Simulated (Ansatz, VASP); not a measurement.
## GaAs in VASP and in Ansatz

Contents of INCAR:

```
SYSTEM = GaAs
ALGO = Normal
EDIFF = 1E-6
ENCUT = 520
GGA = PE
ISIF = 2
ISMEAR = 0
LASPH = .TRUE.
LCHARG = .FALSE.
LREAL = .FALSE.
LWAVE = .FALSE.
NBANDS = 16
NELM = 80
PREC = Accurate
SIGMA = 0.05
```

KPOINTS

```
k-points
0
G
  12 12 12
  0 0 0
```

POSCAR

```
GaAs
1.0
    0.0000000000      2.8268500000      2.8268500000
    2.8268500000      0.0000000000      2.8268500000
    2.8268500000      2.8268500000      0.0000000000
Ga As
1 1
Direct
    0.0000000000      0.0000000000      0.0000000000
    0.7500000000      0.7500000000      0.7500000000
```

Input for Ansatz:

```yaml
crystal:
  lattice:
    - [0.0, 2.82685, 2.82685]
    - [2.82685, 0.0, 2.82685]
    - [2.82685, 2.82685, 0.0]
  atoms:
    - { symbol: Ga, position: [0.0, 0.0, 0.0] }
    - { symbol: As, position: [0.75, 0.75, 0.75] }
basis:
  ecutwfc: 420
kpoints:
  mp_grid: { grid: [12, 12, 12] }
hamiltonian:
  xc: pbe
scf:
  occupations: { method: gaussian, width: 0.05 }
output:
  forces: true
  stress: true
  eigenvalues: true
```

Alike in both runs: task single point; functional PBE; k mesh 12 × 12 × 12; occupations gaussian, width 0.05 eV; no spin polarisation.

```csv
,VASP,Ansatz
version,VASP 6.6.1,Ansatz 0.2.0
potentials or method,"VASP PAW PBE potentials, release 64 (Ga_d, As), cutoff 520 eV","scalar-relativistic, plane waves, PAW"
valence electrons in the cell,18,28
```

```csv
,VASP,Ansatz,Ansatz less VASP
gap on the k mesh at the Fermi level (eV),0.52,0.52,-0.004
least direct gap on the mesh (eV),0.52,0.52,-0.004
pressure (GPa),3.5,3.3,-0.18
```

The functional is the same, so the differences come from potentials, cutoffs and numerics. VASP's potentials hold 18 valence electrons a cell and Ansatz's 28, so a difference there can come from the potentials and not from the codes.
